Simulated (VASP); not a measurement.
Crystal: Ir.

```
Ir
1.0
     0.00000    1.91970    1.91970
     1.91970    0.00000    1.91970
     1.91970    1.91970    0.00000
Ir
1
Cartesian
  0.0000 0.0000 0.0000
```

| Item | Value |
| --- | --- |
| Program | VASP 6.6.1 |
| Task | relaxation of cell and atoms |
| Functional | LDA |
| Potentials or basis | VASP PAW LDA potentials, release 64 (Ir_sv_GW) |
| Cutoff | 500 eV |
| k mesh | 18 × 18 × 18 |
| Occupations | gaussian, width 0.1 eV |
| Spin | no spin polarisation |

At the start: pressure -10.3 GPa; volume 14.15 Å³/atom.

Problem. Where does the relaxation end?

Solution. Over 7 steps the energy falls by 12.1 meV/atom and the volume is 13.78 Å³/atom (-2.6 %); space group Fm-3m (No. 225, to 0.05 Å).

The path:
```tsv
step	energy change (eV)	largest force (eV/Å)	pressure (GPa)	volume (Å³)
1	0.0000	0.0000	-10.33	14.15
2	0.2271	0.0000	60.05	12.36
3	-0.0121	0.0000	-0.58	13.80
4	-0.0121	0.0000	-0.08	13.79
5	-0.0121	0.0000	0.14	13.78
6	-0.0121	0.0000	-0.49	13.80
7	-0.0121	0.0000	0.00	13.78
```

Final structure:
```yaml
crystal:
  lattice:
    - [0.00000, 1.90300, 1.90300]
    - [1.90300, 0.00000, 1.90300]
    - [1.90300, 1.90300, 0.00000]
  atoms:
    - { symbol: Ir, position: [0.00000, 0.00000, 0.00000] }
```
